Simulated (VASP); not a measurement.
# MnS (F-43m) in VASP: a series of runs

The runs below take MnS through single point, with PBEsol.

All numbers are computed with VASP 6.6.1; they aren't measurements. Logs are shortened: lines on timing, memory, paths and dates and some standing lists are left out, and cuts for length are marked.

## 1. The cell of the first run

The structure is cubic, space group F-43m (No. 216). The conventional cell has a = 4.965 Å, b = 4.965 Å, c = 4.965 Å, α = 90.00°, β = 90.00°, γ = 90.00°. Within 2.8 Å of Mn (site symmetry -43m) lie 4 S at 2.15 Å. S (site symmetry -43m) has 4 Mn at 2.15 Å within 2.8 Å.

## 2. Single point, PBEsol, collinear spin, ferromagnetic start (15.30 Å³/atom)

Input file INCAR:

```
PREC = Accurate
ENCUT = 520
EDIFF = 1E-6
ISMEAR = 0
SIGMA = 0.15
LREAL = F
LASPH = T
NELM = 150
ALGO = Normal
ISIF = 2
LWAVE = F
LCHARG = F
ISPIN = 2
MAGMOM = 3.5 0
LORBIT = 11
NUPDOWN = 3.5
LMAXMIX = 4
GGA = PS
NBANDS = 20
```

Input file KPOINTS:

```
Automatic mesh
0
Gamma
  16 16 16
```

Input file POSCAR:

```
MnS
1.0
    0.0000000000      2.4823828122      2.4823828122
    2.4823828122      0.0000000000      2.4823828122
    2.4823828122      2.4823828122      0.0000000000
Mn S
1 1
Direct
    0.0000000000      0.0000000000      0.0000000000
    0.7500000000      0.7500000000      0.7500000000
```

Potentials or basis: VASP PAW PBE potentials, release 64 (Mn_pv, S).

Launch:

```console
$ cat potpaw_PBE.64/Mn_pv/POTCAR potpaw_PBE.64/S/POTCAR > POTCAR
$ mpirun -np 1 vasp_std > vasp.out
```

OUTCAR:

```text
PREC = Accurate
   ENCUT = 520
   EDIFF = 1E-6
   ISMEAR = 0
   LREAL = F
   LASPH = T
   NELM = 150
   ISIF = 2
   ISPIN = 2
   LORBIT = 11
   NUPDOWN = 3.5
   GGA = PS

 ion  position               nearest neighbor table
   1  0.000  0.000  0.000-   2 2.15   2 2.15   2 2.15   2 2.15
   2  0.750  0.750  0.750-   1 2.15   1 2.15   1 2.15   1 2.15

  LATTYP: Found a face centered cubic cell.
 ALAT       =     4.9647656244

  Lattice vectors:

 A1 = (   0.0000000000,   2.4823828122,   2.4823828122)
 A2 = (   2.4823828122,   0.0000000000,   2.4823828122)
 A3 = (   2.4823828122,   2.4823828122,   0.0000000000)

Analysis of symmetry for initial positions (statically):
=====================================================================
 Subroutine PRICEL returns:
 Original cell was already a primitive cell.

 Routine SETGRP: Setting up the symmetry group for a
 face centered cubic supercell.

 Subroutine GETGRP returns: Found 24 space group operations
 (whereof 24 operations were pure point group operations)
 out of a pool of 48 trial point group operations.

The static configuration has the point symmetry T_d .

Analysis of symmetry for dynamics (positions and initial velocities):
=====================================================================
 Subroutine PRICEL returns:
 Original cell was already a primitive cell.

 Routine SETGRP: Setting up the symmetry group for a
 face centered cubic supercell.

 Subroutine GETGRP returns: Found 24 space group operations
 (whereof 24 operations were pure point group operations)
 out of a pool of 48 trial point group operations.

The dynamic configuration has the point symmetry T_d .

Analysis of structural, dynamic, and magnetic symmetry:
=====================================================================
 Subroutine PRICEL returns:
 Original cell was already a primitive cell.

 Routine SETGRP: Setting up the symmetry group for a
 face centered cubic supercell.

 Subroutine GETGRP returns: Found 24 space group operations
 (whereof 24 operations were pure point group operations)
 out of a pool of 48 trial point group operations.

The overall configuration has the point symmetry T_d .

 Subroutine INISYM returns: Found 24 space group operations
 (whereof 24 operations are pure point group operations),
 and found     1 'primitive' translations

----------------------------------------------------------------------------------------

                                     Primitive cell

  volume of cell :      30.5940

  direct lattice vectors                    reciprocal lattice vectors
     0.000000000  2.482382812  2.482382812    -0.201419377  0.201419377  0.201419377
     2.482382812  0.000000000  2.482382812     0.201419377 -0.201419377  0.201419377
     2.482382812  2.482382812  0.000000000     0.201419377  0.201419377 -0.201419377

  length of vectors
     3.510619440  3.510619440  3.510619440     0.348868595  0.348868595  0.348868595

  position of ions in fractional coordinates (direct lattice)
     0.000000000  0.000000000  0.000000000
     0.750000000  0.750000000  0.750000000

  ion indices of the primitive-cell ions
   primitive index   ion index
                 1           1
                 2           2

----------------------------------------------------------------------------------------

 KPOINTS: Automatic mesh

Automatic generation of k-mesh.
 Grid dimensions read from file:
 generate k-points for:   16   16   16

 Generating k-lattice:

  Cartesian coordinates                     Fractional coordinates (reciprocal lattice)
    -0.012588711  0.012588711  0.012588711     0.062500000  0.000000000  0.000000000
     0.012588711 -0.012588711  0.012588711     0.000000000  0.062500000  0.000000000
     0.012588711  0.012588711 -0.012588711     0.000000000  0.000000000  0.062500000

  Length of vectors
     0.021804287  0.021804287  0.021804287

  Shift w.r.t. Gamma in fractional coordinates (k-lattice)
     0.000000000  0.000000000  0.000000000

 Subroutine IBZKPT returns following result:
 ===========================================

 Found    145 irreducible k-points:

 Following reciprocal coordinates:
            Coordinates               Weight
  0.000000  0.000000  0.000000      1.000000
  0.062500  0.000000  0.000000      8.000000
  0.125000  0.000000  0.000000      8.000000
  0.187500  0.000000  0.000000      8.000000
  0.250000  0.000000  0.000000      8.000000
  0.312500  0.000000  0.000000      8.000000
[... 16 lines left out ...]
 -0.125000  0.062500  0.000000     24.000000
 -0.062500  0.062500  0.000000     12.000000
 [... further k-points ...]
   k-points           NKPTS =    145   k-points in BZ     NKDIM =    145   number of bands    NBANDS=     20
   number of dos      NEDOS =    301   number of ions     NIONS =      2
   total plane-waves  NPLWV =  21952
   dimension x,y,z NGX =    28 NGY =   28 NGZ =   28
   dimension x,y,z NGXF=    56 NGYF=   56 NGZF=   56
   ions per type =               1   1
   NGX,Y,Z   is equivalent  to a cutoff of  13.26, 13.26, 13.26 a.u.
   NGXF,Y,Z  is equivalent  to a cutoff of  26.52, 26.52, 26.52 a.u.
 SYSTEM =  unknown system
   PREC   = accura    normal or accurate (medium, high low for compatibility)
   ISTART =      0    job   : 0-new  1-cont  2-samecut
   ICHARG =      2    charge: 1-file 2-atom 10-const
   ISPIN  =      2    spin polarized calculation?
   LNONCOLLINEAR =      F non collinear calculations
   LSORBIT =      F    spin-orbit coupling
   LASPH  =      T    aspherical Exc in radial PAW
   ENCUT  =  520.0 eV  38.22 Ry    6.18 a.u.   6.53  6.53  6.53*2*pi/ulx,y,z
   NELM   =    150;   NELMIN=  2; NELMDL= -5     # of ELM steps
   EDIFF  = 0.1E-05   stopping-criterion for ELM
   LREAL  =      F    real-space projection
   EDIFFG = 0.1E-04   stopping-criterion for IOM
   NSW    =      0    number of steps for IOM
   IBRION =     -1    ionic relax: 0-MD 1-quasi-New 2-CG
   NFREE  =      0    steps in history (QN), initial steepest desc. (CG)
   ISIF   =      2    stress and relaxation
   ISYM   =      2    0-nonsym 1-usesym 2-fastsym
   POTIM  = 0.5000    time-step for ionic-motion
   TEBEG  =    0.0;   TEEND  =   0.0 temperature during run
   PSTRESS=    0.0 pullay stress
   NELECT =      19.0000    total number of electrons
   NUPDOWN=       3.5000    fix difference up-down
   EMIN   =  10.00;   EMAX   =-10.00  energy-range for DOS
   EFERMI =   0.00;   METHOD = LEGACY
   ISMEAR =     0;   SIGMA  =   0.15  broadening in eV -4-tet -1-fermi 0-gaus
   EFERMI_NEDOS =   21; number of points for ismear=-14 and -15
   IALGO  =     38    algorithm
   IMIX   =      4    mixing-type and parameters
     AMIX     =   0.40;   BMIX     =  1.00
     AMIX_MAG =   1.60;   BMIX_MAG =  1.00
  volume/ion in A,a.u.               =      15.30       103.23
  Fermi-wavevector in a.u.,A,eV,Ry     =   1.396735  2.639446 26.543171  1.950868
  Thomas-Fermi vector in A             =   2.520060
   LORBIT       =     11    0 simple, 1 ext, 2 COOP (PROOUT), +10 PAW based schemes
   GGA     = PS    functional components
   LHFCALC =     F    Hartree Fock is set to
   AEXX    =    0.0000 exact exchange contribution
   IVDW    =     0    specifies the selected vdW correction
   LEPSILON=     F    determine dielectric tensor
   LRPA    =     F    only Hartree local field effects (RPA)
 spin polarized calculation
 Gauss-broadening in eV      SIGMA  =   0.15
  energy-cutoff  :      520.00
  volume of cell :       30.59
 maximum number of plane-waves:       869
 NGX is ok and might be reduce to    28
   NGX = 13   NGY = 13   NGZ = 13

 number of electron      18.9999988 magnetization       3.4999997

 Free energy of the ion-electron system (eV)
  ---------------------------------------------------
  ext. energy  EPLUGINS =         0.00000000
  ---------------------------------------------------
  free energy    TOTEN  =       -14.36162528 eV

  energy without entropy =      -14.34028260  energy(sigma->0) =      -14.35095394

 E-fermi :   7.4489     XC(G=0): -11.3417

 val. band max:        8.0065661648   @ k =  -0.1250   0.1875   0.0625
 cond. band min:       7.4505161587   @ k =  -0.2500   0.1875   0.0625
 fundamental gap:     -0.5560500061
 Fermi energy:         8.0110461931

 spin component 1

 k-point     1 :       0.0000    0.0000    0.0000
  band No.  band energies     occupation
      1     -42.0444      1.00000
      2     -42.0444      1.00000
      3     -42.0444      1.00000
      4      -8.0072      1.00000
      5       1.9828      1.00000
      6       1.9828      1.00000
[... 12 lines left out ...]
     19      22.4276      0.00000
     20      22.9143      0.00000

 k-point     2 :       0.0625    0.0000    0.0000
  band No.  band energies     occupation
      1     -42.0452      1.00000
      2     -42.0445      1.00000
      3     -42.0445      1.00000
      4      -7.9651      1.00000
      5       1.9190      1.00000
      6       1.9987      1.00000
[... 498 lines left out ...]
 k-point    24 :      -0.0625    0.0625    0.0000
  band No.  band energies     occupation
      1     -42.0464      1.00000
      2     -42.0450      1.00000
      3     -42.0446      1.00000
      4      -7.8961      1.00000
      5       1.8209      1.00000
      6       2.0207      1.00000
[... 12 lines left out ...]
     19      22.1230      0.00000
     20      23.2727      0.00000

 [... further k-points ...]

 spin component 2

 k-point     1 :       0.0000    0.0000    0.0000
  band No.  band energies     occupation
      1     -38.7638      1.00000
      2     -38.7638      1.00000
      3     -38.7638      1.00000
      4      -7.7045      1.00000
      5       3.1497      1.00000
      6       3.1497      1.00000
[... 12 lines left out ...]
     19      22.8278      0.00000
     20      23.5728      0.00000

 k-point     2 :       0.0625    0.0000    0.0000
  band No.  band energies     occupation
      1     -38.7649      1.00000
      2     -38.7640      1.00000
      3     -38.7640      1.00000
      4      -7.6631      1.00000
      5       3.0515      1.00000
      6       3.1625      1.00000
[... 498 lines left out ...]
 k-point    24 :      -0.0625    0.0625    0.0000
  band No.  band energies     occupation
      1     -38.7664      1.00000
      2     -38.7646      1.00000
      3     -38.7641      1.00000
      4      -7.5954      1.00000
      5       2.9085      1.00000
      6       3.1653      1.00000
[... 12 lines left out ...]
     19      22.6070      0.00000
     20      23.9482      0.00000

 [... further k-points ...]
[... 5 lines left out ...]
  --------------------------------------------------------------------------------------
  -------------------------------------------------------------------------------------
  Total        4.3320488      4.3320488      4.3320488      0.0000000      0.0000000      0.0000000
  in kB      226.8650827    226.8650827    226.8650827      0.0000000      0.0000000      0.0000000
  external PRESSURE =     226.8650827 kB  Pullay stress =       0.0000000 kB

 VOLUME and BASIS-vectors are now :
 -----------------------------------------------------------------------------
  energy-cutoff  :      520.00
  volume of cell :       30.59
      direct lattice vectors                 reciprocal lattice vectors
     0.000000000  2.482382812  2.482382812    -0.201419377  0.201419377  0.201419377
     2.482382812  0.000000000  2.482382812     0.201419377 -0.201419377  0.201419377
     2.482382812  2.482382812  0.000000000     0.201419377  0.201419377 -0.201419377

 POSITION                                       TOTAL-FORCE (eV/Angst)
 -----------------------------------------------------------------------------------
      0.00000      0.00000      0.00000        -0.000000     -0.000000     -0.000000
      3.72357      3.72357      3.72357         0.000000      0.000000      0.000000
 -----------------------------------------------------------------------------------
    total drift:                               -0.000001     -0.000001     -0.000001

  FREE ENERGIE OF THE ION-ELECTRON SYSTEM (eV)
  ---------------------------------------------------
  free  energy   TOTEN  =       -14.3616252792 eV

  energy  without entropy=      -14.3402826012  energy(sigma->0) =      -14.35095394

 total charge

# of ion       s       p       d       tot
------------------------------------------
    1        0.360   6.380   5.190  11.930
    2        1.322   2.491   0.000   3.813
--------------------------------------------------
tot          1.682   8.870   5.190  15.742

 magnetization (x)

# of ion       s       p       d       tot
------------------------------------------
    1        0.048   0.080   3.061   3.189
    2        0.005   0.010   0.000   0.014
--------------------------------------------------
tot          0.052   0.090   3.061   3.203
```

Wall time 4.9 min (1 thread of Intel Xeon 8259CL, shared host); peak memory 0.27 GiB.

What came out:

```
Free energy                                           : -14.3616 eV
Pressure                                              : 22.7 GPa
Net moment                                            : 3.50 μB per cell
Site moments                                          : Mn +3.19; S +0.01 μB
Valence electrons inside the program's atomic spheres : Mn 11.93; S 3.81
```

Caveat: the cell stands under pressure; the PAW data sets were made with another functional, which shifts forces and pressure a little; the total moment is fixed, so each spin has its own Fermi level and the state may be an excited one; a cell with one magnetic atom can't hold antiferromagnetic order, which such compounds often take.

## 3. Single point, PBEsol, collinear spin, ferromagnetic start (25.49 Å³/atom)

This run uses another cell than the first one, of 25.49 Å³/atom.

Input file INCAR:

```
PREC = Accurate ; ENCUT = 520
EDIFF = 1E-6 ; ISMEAR = 0
SIGMA = 0.15 ; LREAL = F
LASPH = T ; NELM = 150
ALGO = Normal ; ISIF = 2
LWAVE = F ; LCHARG = F
ISPIN = 2 ; MAGMOM = 0.875 0
LORBIT = 11 ; NUPDOWN = 0.875
LMAXMIX = 4 ; GGA = PS
NBANDS = 20
```

Input file KPOINTS:

```
regular mesh
0
Gamma
  16 16 16
```

Input file POSCAR:

```
MnS
1.0
    0.0000000000      2.9431902679      2.9431902679
    2.9431902679      0.0000000000      2.9431902679
    2.9431902679      2.9431902679      0.0000000000
Mn S
1 1
Direct
    0.0000000000      0.0000000000      0.0000000000
    0.7500000000      0.7500000000      0.7500000000
```

Potentials or basis: VASP PAW PBE potentials, release 64 (Mn_pv, S).

Launch:

```console
$ cat potpaw_PBE.64/Mn_pv/POTCAR potpaw_PBE.64/S/POTCAR > POTCAR
$ mpirun -np 1 vasp_std > vasp.out
```

OUTCAR:

```text
PREC = Accurate
   ENCUT = 520
   EDIFF = 1E-6
   ISMEAR = 0
   LREAL = F
   LASPH = T
   NELM = 150
   ISIF = 2
   ISPIN = 2
   LORBIT = 11
   NUPDOWN = 0.875
   GGA = PS

 ion  position               nearest neighbor table
   1  0.000  0.000  0.000-   2 2.55   2 2.55   2 2.55   2 2.55
   2  0.750  0.750  0.750-   1 2.55   1 2.55   1 2.55   1 2.55

  LATTYP: Found a face centered cubic cell.
 ALAT       =     5.8863805358

  Lattice vectors:

[... 1319 lines left out ...]
  external PRESSURE =    -205.1798576 kB  Pullay stress =       0.0000000 kB

 VOLUME and BASIS-vectors are now :
 -----------------------------------------------------------------------------
  energy-cutoff  :      520.00
  volume of cell :       50.99
      direct lattice vectors                 reciprocal lattice vectors
     0.000000000  2.943190268  2.943190268    -0.169883682  0.169883682  0.169883682
     2.943190268  0.000000000  2.943190268     0.169883682 -0.169883682  0.169883682
     2.943190268  2.943190268  0.000000000     0.169883682  0.169883682 -0.169883682

 POSITION                                       TOTAL-FORCE (eV/Angst)
 -----------------------------------------------------------------------------------
      0.00000      0.00000      0.00000        -0.000000     -0.000000     -0.000000
      4.41479      4.41479      4.41479         0.000000      0.000000      0.000000
 -----------------------------------------------------------------------------------
    total drift:                                0.000000      0.000000      0.000000

  FREE ENERGIE OF THE ION-ELECTRON SYSTEM (eV)
  ---------------------------------------------------
  free  energy   TOTEN  =       -12.3339674932 eV

  energy  without entropy=      -12.2664306801  energy(sigma->0) =      -12.30019909

 total charge

# of ion       s       p       d       tot
------------------------------------------
    1        0.212   6.121   5.024  11.356
    2        1.321   2.251   0.000   3.572
--------------------------------------------------
tot          1.533   8.371   5.024  14.928

 magnetization (x)

# of ion       s       p       d       tot
------------------------------------------
    1        0.012   0.002   0.905   0.919
    2       -0.005  -0.053   0.000  -0.058
--------------------------------------------------
tot          0.007  -0.051   0.905   0.861
```

Wall time 8.2 min (1 thread of Intel Xeon 8259CL, shared host); peak memory 0.36 GiB.

What came out:

| Quantity | Value |
| --- | --- |
| Free energy | -12.3340 eV |
| Pressure | -20.5 GPa |
| Net moment | 0.87 μB per cell |
| Site moments | Mn +0.92; S -0.06 μB |
| Valence electrons inside the program's atomic spheres | Mn 11.36; S 3.57 |

Caveat: the cell stands under tension; the PAW data sets were made with another functional, which shifts forces and pressure a little; the total moment is fixed, so each spin has its own Fermi level and the state may be an excited one; a cell with one magnetic atom can't hold antiferromagnetic order, which such compounds often take.
